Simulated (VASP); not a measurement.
# Cr (I4/mmm) in VASP: single point with LDA

Aim: the single point of Cr with LDA.

All numbers are computed with VASP 6.6.1; they aren't measurements. Logs are shortened: lines on timing, memory, paths and dates and some standing lists are left out, and cuts for length are marked.

## 1. The cell of the first run

Symmetry: I4/mmm, No. 139, tetragonal system. Conventional cell: a = 2.855 Å, b = 2.855 Å, c = 2.942 Å, α = 90.00°, β = 90.00°, γ = 90.00°. Cr (site symmetry 4/mmm) has 14 Cr at 2.50 to 2.94 Å within 3.3 Å.

## 2. Single point, LDA, collinear spin, ferromagnetic start (stretched by +2 % along [0.0, 0.0, 1.0] at fixed volume)

File INCAR:

```
PREC = Accurate ; ENCUT = 520
EDIFF = 1E-6 ; ISMEAR = -1
SIGMA = 0.05 ; LREAL = False
LASPH = True ; NELM = 150
ALGO = Normal ; ISIF = 2
LWAVE = False ; LCHARG = False
ISPIN = 2 ; MAGMOM = 3
LORBIT = 11 ; LMAXMIX = 4
NBANDS = 16
```

File KPOINTS:

```
Automatic mesh
0
Gamma
  15 15 15
```

File POSCAR:

```
Cr
1.0
   -1.4277432496      1.4277432496      1.4707890000
    1.4277432496     -1.4277432496      1.4707890000
    1.4277432496      1.4277432496     -1.4707890000
Cr
1
Direct
    0.0000000000      0.0000000000      0.0000000000
```

Potentials or basis: VASP PAW LDA potentials, release 64 (Cr_pv).

On the command line:

```sh
cat potpaw_LDA.64/Cr_pv/POTCAR > POTCAR
mpirun -np 1 vasp_std > vasp.out
```

OUTCAR:

```text
PREC = Accurate
   ENCUT = 520
   EDIFF = 1E-6
   ISMEAR = -1
   LREAL = False
   LASPH = True
   NELM = 150
   ISIF = 2
   ISPIN = 2
   LORBIT = 11

 ion  position               nearest neighbor table
   1  0.000  0.000  0.000-

  LATTYP: Found a body centered tetragonal cell.
 ALAT       =     2.8554864992
 C/A-ratio  =     1.0301495037

  Lattice vectors:

 A1 = (  -1.4277432496,   1.4277432496,   1.4707890000)
 A2 = (   1.4277432496,  -1.4277432496,   1.4707890000)
 A3 = (   1.4277432496,   1.4277432496,  -1.4707890000)

Analysis of symmetry for initial positions (statically):
=====================================================================
 Subroutine PRICEL returns:
 Original cell was already a primitive cell.

 Routine SETGRP: Setting up the symmetry group for a
 body centered tetragonal supercell.

 Subroutine GETGRP returns: Found 16 space group operations
 (whereof 16 operations were pure point group operations)
 out of a pool of 16 trial point group operations.

The static configuration has the point symmetry D_4h.

Analysis of symmetry for dynamics (positions and initial velocities):
=====================================================================
 Subroutine PRICEL returns:
 Original cell was already a primitive cell.

 Routine SETGRP: Setting up the symmetry group for a
 body centered tetragonal supercell.

 Subroutine GETGRP returns: Found 16 space group operations
 (whereof 16 operations were pure point group operations)
 out of a pool of 16 trial point group operations.

The dynamic configuration has the point symmetry D_4h.

Analysis of structural, dynamic, and magnetic symmetry:
=====================================================================
 Subroutine PRICEL returns:
 Original cell was already a primitive cell.

 Routine SETGRP: Setting up the symmetry group for a
 body centered tetragonal supercell.

 Subroutine GETGRP returns: Found 16 space group operations
 (whereof 16 operations were pure point group operations)
 out of a pool of 16 trial point group operations.

The overall configuration has the point symmetry D_4h.

 Subroutine INISYM returns: Found 16 space group operations
 (whereof 16 operations are pure point group operations),
 and found     1 'primitive' translations

----------------------------------------------------------------------------------------

                                     Primitive cell

  volume of cell :      11.9925

  direct lattice vectors                    reciprocal lattice vectors
    -1.427743250  1.427743250  1.470789000     0.000000000  0.350203022  0.339953590
     1.427743250 -1.427743250  1.470789000     0.350203022  0.000000000  0.339953590
     1.427743250  1.427743250 -1.470789000     0.350203022  0.350203022  0.000000000

  length of vectors
     2.498023590  2.498023590  2.498023590     0.488068232  0.488068232  0.495261863

  position of ions in fractional coordinates (direct lattice)
     0.000000000  0.000000000  0.000000000

  ion indices of the primitive-cell ions
   primitive index   ion index
                 1           1

----------------------------------------------------------------------------------------

 KPOINTS: Automatic mesh

Automatic generation of k-mesh.
 Grid dimensions read from file:
 generate k-points for:   15   15   15

 Generating k-lattice:

  Cartesian coordinates                     Fractional coordinates (reciprocal lattice)
     0.000000000  0.023346868  0.022663573     0.066666667  0.000000000  0.000000000
     0.023346868  0.000000000  0.022663573     0.000000000  0.066666667  0.000000000
     0.023346868  0.023346868  0.000000000     0.000000000  0.000000000  0.066666667

  Length of vectors
     0.032537882  0.032537882  0.033017458

  Shift w.r.t. Gamma in fractional coordinates (k-lattice)
     0.000000000  0.000000000  0.000000000

 Subroutine IBZKPT returns following result:
 ===========================================

 Found    288 irreducible k-points:

 Following reciprocal coordinates:
            Coordinates               Weight
  0.000000  0.000000  0.000000      1.000000
  0.066667  0.000000 -0.000000      8.000000
  0.133333  0.000000 -0.000000      8.000000
  0.200000 -0.000000  0.000000      8.000000
  0.266667  0.000000 -0.000000      8.000000
  0.333333  0.000000 -0.000000      8.000000
[... 16 lines left out ...]
  0.133333  0.133333 -0.000000      8.000000
  0.200000  0.133333  0.000000     16.000000
 [... further k-points ...]
   k-points           NKPTS =    288   k-points in BZ     NKDIM =    288   number of bands    NBANDS=     16
   number of dos      NEDOS =    301   number of ions     NIONS =      1
   total plane-waves  NPLWV =   8000
   dimension x,y,z NGX =    20 NGY =   20 NGZ =   20
   dimension x,y,z NGXF=    40 NGYF=   40 NGZF=   40
   ions per type =               1
   NGX,Y,Z   is equivalent  to a cutoff of  13.31, 13.31, 13.31 a.u.
   NGXF,Y,Z  is equivalent  to a cutoff of  26.62, 26.62, 26.62 a.u.
 SYSTEM =  unknown system
   PREC   = accura    normal or accurate (medium, high low for compatibility)
   ISTART =      0    job   : 0-new  1-cont  2-samecut
   ICHARG =      2    charge: 1-file 2-atom 10-const
   ISPIN  =      2    spin polarized calculation?
   LNONCOLLINEAR =      F non collinear calculations
   LSORBIT =      F    spin-orbit coupling
   LASPH  =      T    aspherical Exc in radial PAW
   ENCUT  =  520.0 eV  38.22 Ry    6.18 a.u.   4.64  4.64  4.64*2*pi/ulx,y,z
   NELM   =    150;   NELMIN=  2; NELMDL= -5     # of ELM steps
   EDIFF  = 0.1E-05   stopping-criterion for ELM
   LREAL  =      F    real-space projection
   EDIFFG = 0.1E-04   stopping-criterion for IOM
   NSW    =      0    number of steps for IOM
   IBRION =     -1    ionic relax: 0-MD 1-quasi-New 2-CG
   NFREE  =      0    steps in history (QN), initial steepest desc. (CG)
   ISIF   =      2    stress and relaxation
   ISYM   =      2    0-nonsym 1-usesym 2-fastsym
   POTIM  = 0.5000    time-step for ionic-motion
   TEBEG  =    0.0;   TEEND  =   0.0 temperature during run
   PSTRESS=    0.0 pullay stress
   NELECT =      12.0000    total number of electrons
   NUPDOWN=      -1.0000    fix difference up-down
   EMIN   =  10.00;   EMAX   =-10.00  energy-range for DOS
   EFERMI =   0.00;   METHOD = LEGACY
   ISMEAR =    -1;   SIGMA  =   0.05  broadening in eV -4-tet -1-fermi 0-gaus
   EFERMI_NEDOS =   21; number of points for ismear=-14 and -15
   IALGO  =     38    algorithm
   IMIX   =      4    mixing-type and parameters
     AMIX     =   0.40;   BMIX     =  1.00
     AMIX_MAG =   1.60;   BMIX_MAG =  1.00
  volume/ion in A,a.u.               =      11.99        80.93
  Fermi-wavevector in a.u.,A,eV,Ry     =   1.637439  3.094310 36.480015  2.681205
  Thomas-Fermi vector in A             =   2.728578
   LORBIT       =     11    0 simple, 1 ext, 2 COOP (PROOUT), +10 PAW based schemes
   GGA     = CA    functional components
   LHFCALC =     F    Hartree Fock is set to
   AEXX    =    0.0000 exact exchange contribution
   IVDW    =     0    specifies the selected vdW correction
   LEPSILON=     F    determine dielectric tensor
   LRPA    =     F    only Hartree local field effects (RPA)
 spin polarized calculation
  energy-cutoff  :      520.00
  volume of cell :       11.99
 maximum number of plane-waves:       333
   NGX =  9   NGY =  9   NGZ =  9

 number of electron      11.9999996 magnetization       0.0006465

 number of electron      11.9999996 magnetization      -0.0001199

 Free energy of the ion-electron system (eV)
  ---------------------------------------------------
  ext. energy  EPLUGINS =         0.00000000
  ---------------------------------------------------
  free energy    TOTEN  =       -10.52503408 eV

  energy without entropy =      -10.51665784  energy(sigma->0) =      -10.52084596

 E-fermi :  10.2586     XC(G=0): -13.7824

 val. band max:       10.2570133136   @ k =  -0.1333  -0.2667   0.1333
 cond. band min:      10.2703668163   @ k =  -0.4667   0.0667   0.0000
 fundamental gap:      0.0133535027
 Fermi energy:        10.2586237479

 spin component 1

 k-point     1 :       0.0000    0.0000    0.0000
  band No.  band energies     occupation
      1     -32.1233      1.00000
      2     -32.1138      1.00000
      3     -32.1138      1.00000
      4       2.6059      1.00000
      5       9.3231      1.00000
      6       9.3231      1.00000
[... 8 lines left out ...]
     15      39.6055      0.00000
     16      43.2765      0.00000

 k-point     2 :       0.0667    0.0000   -0.0000
  band No.  band energies     occupation
      1     -32.1570      1.00000
      2     -32.1251      1.00000
      3     -32.1181      1.00000
      4       2.7931      1.00000
      5       9.3140      1.00000
      6       9.3197      1.00000
[... 8 lines left out ...]
     15      39.7801      0.00000
     16      41.5171      0.00000
[... 387 lines left out ...]
      5       8.8286      1.00000
      6       8.9048      1.00000
[... 8 lines left out ...]
     15      38.3314      0.00000
     16      41.2152      0.00000

 k-point    24 :       0.2000    0.1333    0.0000
  band No.  band energies     occupation
      1     -32.6224      1.00000
      2     -32.2730      1.00000
      3     -32.1555      1.00000
      4       5.4865      1.00000
      5       8.5359      1.00000
      6       8.7560      1.00000
[... 8 lines left out ...]
     15      38.9321      0.00000
     16      41.3352      0.00000

 [... further k-points ...]

 spin component 2

 k-point     1 :       0.0000    0.0000    0.0000
  band No.  band energies     occupation
      1     -32.1233      1.00000
      2     -32.1138      1.00000
      3     -32.1138      1.00000
      4       2.6057      1.00000
      5       9.3230      1.00000
      6       9.3230      1.00000
[... 8 lines left out ...]
     15      39.6055      0.00000
     16      43.2763      0.00000

 k-point     2 :       0.0667    0.0000   -0.0000
  band No.  band energies     occupation
      1     -32.1569      1.00000
      2     -32.1251      1.00000
      3     -32.1181      1.00000
      4       2.7930      1.00000
      5       9.3139      1.00000
      6       9.3196      1.00000
[... 8 lines left out ...]
     15      39.7800      0.00000
     16      41.5170      0.00000
[... 387 lines left out ...]
      5       8.8285      1.00000
      6       8.9047      1.00000
[... 8 lines left out ...]
     15      38.3312      0.00000
     16      41.2150      0.00000

 k-point    24 :       0.2000    0.1333    0.0000
  band No.  band energies     occupation
      1     -32.6224      1.00000
      2     -32.2729      1.00000
      3     -32.1554      1.00000
      4       5.4864      1.00000
      5       8.5358      1.00000
      6       8.7559      1.00000
[... 8 lines left out ...]
     15      38.9320      0.00000
     16      41.3350      0.00000

 [... further k-points ...]
[... 5 lines left out ...]
  --------------------------------------------------------------------------------------
  -------------------------------------------------------------------------------------
  Total       -1.6242383     -1.6242383     -2.2501268      0.0000000      0.0000000      0.0000000
  in kB     -216.9949987   -216.9949987   -300.6124594      0.0000000      0.0000000      0.0000000
  external PRESSURE =    -244.8674856 kB  Pullay stress =       0.0000000 kB

 VOLUME and BASIS-vectors are now :
 -----------------------------------------------------------------------------
  energy-cutoff  :      520.00
  volume of cell :       11.99
      direct lattice vectors                 reciprocal lattice vectors
    -1.427743250  1.427743250  1.470789000     0.000000000  0.350203022  0.339953590
     1.427743250 -1.427743250  1.470789000     0.350203022  0.000000000  0.339953590
     1.427743250  1.427743250 -1.470789000     0.350203022  0.350203022  0.000000000

 POSITION                                       TOTAL-FORCE (eV/Angst)
 -----------------------------------------------------------------------------------
      0.00000      0.00000      0.00000        -0.000000     -0.000000      0.000000
 -----------------------------------------------------------------------------------
    total drift:                                0.000000     -0.000000      0.000000

  FREE ENERGIE OF THE ION-ELECTRON SYSTEM (eV)
  ---------------------------------------------------
  free  energy   TOTEN  =       -10.5250340818 eV

  energy  without entropy=      -10.5166578374  energy(sigma->0) =      -10.52084596

 total charge

# of ion       s       p       d       tot
------------------------------------------
    1        0.415   6.374   4.195  10.985

 magnetization (x)

# of ion       s       p       d       tot
------------------------------------------
    1        0.000  -0.000  -0.000  -0.000
```

Run time: 37 s. Hardware: 1 thread of Intel Xeon 6975P-C (Granite Rapids), shared host; peak memory 0.18 GiB.

Results:

- Free energy: -10.5250 eV
- Pressure: -24.5 GPa
- Band gap on the k mesh: zero (filled and empty bands overlap)
- Net moment: 0.00 μB per cell
- Valence electrons inside the program's atomic spheres: Cr 10.98

Stress tensor (GPa, compression positive):
```
-21.70   0.00   0.00
  0.00 -21.70   0.00
  0.00   0.00 -30.06
```

Levels at points of the mesh, in eV from the Fermi level:
Spin up:
| k point | band 2 | band 3 | band 4 | band 5 | band 6 | band 7 | band 8 | band 9 | band 10 | band 11 |
| --- | --- | --- | --- | --- | --- | --- | --- | --- | --- | --- |
| (0.00, 0.00, 0.00) | -42.37 | -42.37 | -7.65 | -0.94 | -0.94 | -0.71 | 0.91 | 1.15 | 5.33 | 21.63 |
Spin down:
| k point | band 2 | band 3 | band 4 | band 5 | band 6 | band 7 | band 8 | band 9 | band 10 | band 11 |
| --- | --- | --- | --- | --- | --- | --- | --- | --- | --- | --- |
| (0.00, 0.00, 0.00) | -42.37 | -42.37 | -7.65 | -0.94 | -0.94 | -0.71 | 0.91 | 1.15 | 5.33 | 21.63 |

Caveat: the starting moments collapsed, and a magnetic state may lie lower.
